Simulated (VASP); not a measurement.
# CrCuO2 (R-3m) in VASP: further runs, part 2 of 2

VASP 6.6.1. The steps go on from the part before.

## 3. Single point, PBEsol

Contents of INCAR:

```
PREC = Accurate
ENCUT = 600
EDIFF = 1E-6
ISMEAR = 1
SIGMA = 0.005
LREAL = F
LASPH = T
NELM = 120
ALGO = Normal
ISIF = 2
LWAVE = F
LCHARG = F
GGA = PS
NBANDS = 26
GGA_COMPAT = F
```

Contents of KPOINTS:

```
regular mesh
0
Gamma
  11 11 11
```

Contents of POSCAR:

```
CrCuO2
1.0
    1.5158583831      0.8751812455      5.8117930878
   -1.5158583831      0.8751812455      5.8117930878
    0.0000000000     -1.7503624911      5.8117930878
Cr Cu O
1 1 2
Direct
    0.5000000000      0.5000000000      0.5000000000
    0.0000000000      0.0000000000      0.0000000000
    0.1079200000      0.1079200000      0.1079200000
    0.8920800000      0.8920800000      0.8920800000
```

Potentials or basis: VASP PAW PBE potentials, release 64 (Cr_pv, Cu, O).

Command:

```bash
$ cat potpaw_PBE.64/Cr_pv/POTCAR potpaw_PBE.64/Cu/POTCAR potpaw_PBE.64/O/POTCAR > POTCAR
$ mpirun -np 1 vasp_std > vasp.out
```

OUTCAR:

```text
PREC = Accurate
   ENCUT = 600
   EDIFF = 1E-6
   ISMEAR = 1
   LREAL = F
   LASPH = T
   NELM = 120
   ISIF = 2
   GGA = PS

 ion  position               nearest neighbor table
   1  0.500  0.500  0.500-   3 2.03   4 2.03   3 2.03   3 2.03   4 2.03   4 2.03
   2  0.000  0.000  0.000-   3 1.88   4 1.88
   3  0.108  0.108  0.108-   2 1.88   1 2.03   1 2.03   1 2.03
   4  0.892  0.892  0.892-   2 1.88   1 2.03   1 2.03   1 2.03

  LATTYP: Found a trigonal (rhomboedric) cell.
 ALAT       =     6.0696546644
 COS(alpha) =     0.8752561078

  Lattice vectors:

 A1 = (   1.5158583831,   0.8751812455,   5.8117930878)
 A2 = (  -1.5158583831,   0.8751812455,   5.8117930878)
 A3 = (   0.0000000000,  -1.7503624911,   5.8117930878)

Analysis of symmetry for initial positions (statically):
=====================================================================
 Subroutine PRICEL returns:
 Original cell was already a primitive cell.

 Routine SETGRP: Setting up the symmetry group for a
 trigonal (rhombohedral) supercell.

 Subroutine GETGRP returns: Found 12 space group operations
 (whereof 12 operations were pure point group operations)
 out of a pool of 12 trial point group operations.

The static configuration has the point symmetry D_3d.

Analysis of symmetry for dynamics (positions and initial velocities):
=====================================================================
 Subroutine PRICEL returns:
 Original cell was already a primitive cell.

 Routine SETGRP: Setting up the symmetry group for a
 trigonal (rhombohedral) supercell.

 Subroutine GETGRP returns: Found 12 space group operations
 (whereof 12 operations were pure point group operations)
 out of a pool of 12 trial point group operations.

The dynamic configuration has the point symmetry D_3d.

 Subroutine INISYM returns: Found 12 space group operations
 (whereof 12 operations are pure point group operations),
 and found     1 'primitive' translations

----------------------------------------------------------------------------------------

                                     Primitive cell

  volume of cell :      46.2613

  direct lattice vectors                    reciprocal lattice vectors
     1.515858383  0.875181245  5.811793088     0.329846116  0.190436744  0.057354646
    -1.515858383  0.875181245  5.811793088    -0.329846116  0.190436744  0.057354646
     0.000000000 -1.750362491  5.811793088     0.000000000 -0.380873488  0.057354646

  length of vectors
     6.069654664  6.069654664  6.069654664     0.385167715  0.385167715  0.385167715

  position of ions in fractional coordinates (direct lattice)
     0.500000000  0.500000000  0.500000000
     0.000000000  0.000000000  0.000000000
     0.107920000  0.107920000  0.107920000
     0.892080000  0.892080000  0.892080000

  ion indices of the primitive-cell ions
   primitive index   ion index
                 1           1
                 2           2
                 3           3
                 4           4

----------------------------------------------------------------------------------------

 KPOINTS: regular mesh

Automatic generation of k-mesh.
 Grid dimensions read from file:
 generate k-points for:   11   11   11

 Generating k-lattice:

  Cartesian coordinates                     Fractional coordinates (reciprocal lattice)
     0.029986011  0.017312431  0.005214059     0.090909091  0.000000000  0.000000000
    -0.029986011  0.017312431  0.005214059     0.000000000  0.090909091  0.000000000
     0.000000000 -0.034624863  0.005214059    -0.000000000 -0.000000000  0.090909091

  Length of vectors
     0.035015247  0.035015247  0.035015247

  Shift w.r.t. Gamma in fractional coordinates (k-lattice)
     0.000000000  0.000000000  0.000000000

 Subroutine IBZKPT returns following result:
 ===========================================

 Found    146 irreducible k-points:

 Following reciprocal coordinates:
            Coordinates               Weight
  0.000000  0.000000  0.000000      1.000000
  0.090909  0.000000  0.000000      6.000000
  0.181818  0.000000  0.000000      6.000000
  0.272727  0.000000 -0.000000      6.000000
  0.363636  0.000000  0.000000      6.000000
  0.454545  0.000000  0.000000      6.000000
[... 16 lines left out ...]
 -0.272727  0.181818  0.000000     12.000000
 -0.181818  0.181818  0.000000      6.000000
 [... further k-points ...]
   k-points           NKPTS =    146   k-points in BZ     NKDIM =    146   number of bands    NBANDS=     26
   number of dos      NEDOS =    301   number of ions     NIONS =      4
   total plane-waves  NPLWV = 110592
   dimension x,y,z NGX =    48 NGY =   48 NGZ =   48
   dimension x,y,z NGXF=    96 NGYF=   96 NGZF=   96
   ions per type =               1   1   2
   NGX,Y,Z   is equivalent  to a cutoff of  13.15, 13.15, 13.15 a.u.
   NGXF,Y,Z  is equivalent  to a cutoff of  26.29, 26.29, 26.29 a.u.
 SYSTEM =  unknown system
   PREC   = accura    normal or accurate (medium, high low for compatibility)
   ISTART =      0    job   : 0-new  1-cont  2-samecut
   ICHARG =      2    charge: 1-file 2-atom 10-const
   ISPIN  =      1    spin polarized calculation?
   LNONCOLLINEAR =      F non collinear calculations
   LSORBIT =      F    spin-orbit coupling
   LASPH  =      T    aspherical Exc in radial PAW
   ENCUT  =  600.0 eV  44.10 Ry    6.64 a.u.  12.12 12.12 12.12*2*pi/ulx,y,z
   NELM   =    120;   NELMIN=  2; NELMDL= -5     # of ELM steps
   EDIFF  = 0.1E-05   stopping-criterion for ELM
   LREAL  =      F    real-space projection
   EDIFFG = 0.1E-04   stopping-criterion for IOM
   NSW    =      0    number of steps for IOM
   IBRION =     -1    ionic relax: 0-MD 1-quasi-New 2-CG
   NFREE  =      0    steps in history (QN), initial steepest desc. (CG)
   ISIF   =      2    stress and relaxation
   ISYM   =      2    0-nonsym 1-usesym 2-fastsym
   POTIM  = 0.5000    time-step for ionic-motion
   TEBEG  =    0.0;   TEEND  =   0.0 temperature during run
   PSTRESS=    0.0 pullay stress
   NELECT =      35.0000    total number of electrons
   NUPDOWN=      -1.0000    fix difference up-down
   EMIN   =  10.00;   EMAX   =-10.00  energy-range for DOS
   EFERMI =   0.00;   METHOD = LEGACY
   ISMEAR =     1;   SIGMA  =   0.01  broadening in eV -4-tet -1-fermi 0-gaus
   EFERMI_NEDOS =   21; number of points for ismear=-14 and -15
   IALGO  =     38    algorithm
   IMIX   =      4    mixing-type and parameters
     AMIX     =   0.40;   BMIX     =  1.00
     AMIX_MAG =   1.60;   BMIX_MAG =  1.00
  volume/ion in A,a.u.               =      11.57        78.05
  Fermi-wavevector in a.u.,A,eV,Ry     =   1.491734  2.818969 30.276657  2.225272
  Thomas-Fermi vector in A             =   2.604352
   LORBIT       =      0    0 simple, 1 ext, 2 COOP (PROOUT), +10 PAW based schemes
   GGA     = PS    functional components
   LHFCALC =     F    Hartree Fock is set to
   AEXX    =    0.0000 exact exchange contribution
   IVDW    =     0    specifies the selected vdW correction
   LEPSILON=     F    determine dielectric tensor
   LRPA    =     F    only Hartree local field effects (RPA)
 non-spin polarized calculation
 Methfessel and Paxton  Order N= 1 SIGMA  =   0.01
  energy-cutoff  :      600.00
  volume of cell :       46.26
 maximum number of plane-waves:      1564
   NGX = 25   NGY = 25   NGZ = 25

 number of electron      34.9999996 magnetization

 Free energy of the ion-electron system (eV)
  ---------------------------------------------------
  ext. energy  EPLUGINS =         0.00000000
  ---------------------------------------------------
  free energy    TOTEN  =       -29.17700994 eV

  energy without entropy =      -29.17701003  energy(sigma->0) =      -29.17700997

 E-fermi :   5.6800     XC(G=0): -11.5915

 val. band max:        5.6769340505   @ k =   0.4545   0.2727   0.0000
 cond. band min:       5.6821051534   @ k =   0.3636   0.0909   0.0000
 fundamental gap:      0.0051711029
 Fermi energy:         5.6800442911

 k-point     1 :       0.0000    0.0000    0.0000
  band No.  band energies     occupation
      1     -38.1383      2.00000
      2     -38.1383      2.00000
      3     -37.9195      2.00000
      4     -14.6769      2.00000
      5     -13.3182      2.00000
      6      -2.5936      2.00000
[... 685 lines left out ...]
     25      14.5495      0.00000
     26      14.7081      0.00000

 [... further k-points ...]

------------------------ aborting loop because EDIFF is reached ----------------------------------------

  FORCE on cell =-STRESS in cart. coord.  units (eV):
  Direction    XX          YY          ZZ          XY          YZ          ZX
  --------------------------------------------------------------------------------------
  -------------------------------------------------------------------------------------
  Total       -6.7332904     -6.7332904     -3.3876212      0.0000000      0.0000000      0.0000000
  in kB     -233.1953574   -233.1953574   -117.3241451      0.0000000      0.0000000      0.0000000
  external PRESSURE =    -194.5716200 kB  Pullay stress =       0.0000000 kB

 VOLUME and BASIS-vectors are now :
 -----------------------------------------------------------------------------
  energy-cutoff  :      600.00
  volume of cell :       46.26
      direct lattice vectors                 reciprocal lattice vectors
     1.515858383  0.875181245  5.811793088     0.329846116  0.190436744  0.057354646
    -1.515858383  0.875181245  5.811793088    -0.329846116  0.190436744  0.057354646
     0.000000000 -1.750362491  5.811793088     0.000000000 -0.380873488  0.057354646

 POSITION                                       TOTAL-FORCE (eV/Angst)
 -----------------------------------------------------------------------------------
      0.00000     -0.00000      8.71769         0.000000      0.000000     -0.000000
      0.00000      0.00000      0.00000         0.000000      0.000000     -0.000000
      0.00000     -0.00000      1.88163         0.000000      0.000000     -0.139876
      0.00000     -0.00000     15.55375         0.000000     -0.000000      0.139876
 -----------------------------------------------------------------------------------
    total drift:                                0.000000      0.000000     -0.000000

  FREE ENERGIE OF THE ION-ELECTRON SYSTEM (eV)
  ---------------------------------------------------
  free  energy   TOTEN  =       -29.1770099358 eV

  energy  without entropy=      -29.1770100281  energy(sigma->0) =      -29.17700997
```

Wall time 6.7 min (1 thread of AMD EPYC 9R45 (Zen 5), shared host); peak memory 0.44 GiB.

Results:

```
Free energy            : -29.1770 eV
Pressure               : -19.5 GPa
Largest force          : 0.140 eV/Å
Band gap on the k mesh : zero (an odd number of electrons rules out a gap without spin polarisation)
```

Forces on the atoms (eV/Å):
```
Cr   0.000  0.000  0.000
Cu   0.000  0.000  0.000
O    0.000  0.000 -0.140
O    0.000  0.000  0.140
```

Stress tensor (GPa, compression positive):
```
-23.32   0.00   0.00
  0.00 -23.32   0.00
  0.00   0.00 -11.73
```

Levels at points of the mesh, in eV from the Fermi level:
| k point | band 14 | band 15 | band 16 | band 17 | band 18 | band 19 | band 20 | band 21 |
| --- | --- | --- | --- | --- | --- | --- | --- | --- |
| (0.00, 0.00, 0.00) | -2.48 | -2.20 | -2.20 | -0.58 | -0.58 | -0.32 | 1.57 | 2.43 |

Caveat: the stress differs along the axes, from -23 to -12 GPa; an empty level that is flat over the whole mesh can mark a ghost state of the potentials, or a narrow d or f band; the PAW data sets were made with another functional, which shifts forces and pressure a little; an odd number of electrons without spin polarisation forces a metal; a magnetic or distorted state may lie lower; the run has no spin polarisation, though such a crystal can be magnetic; semilocal functionals often make such compounds metallic where correlation or magnetic order opens a gap, which also shifts bond lengths.
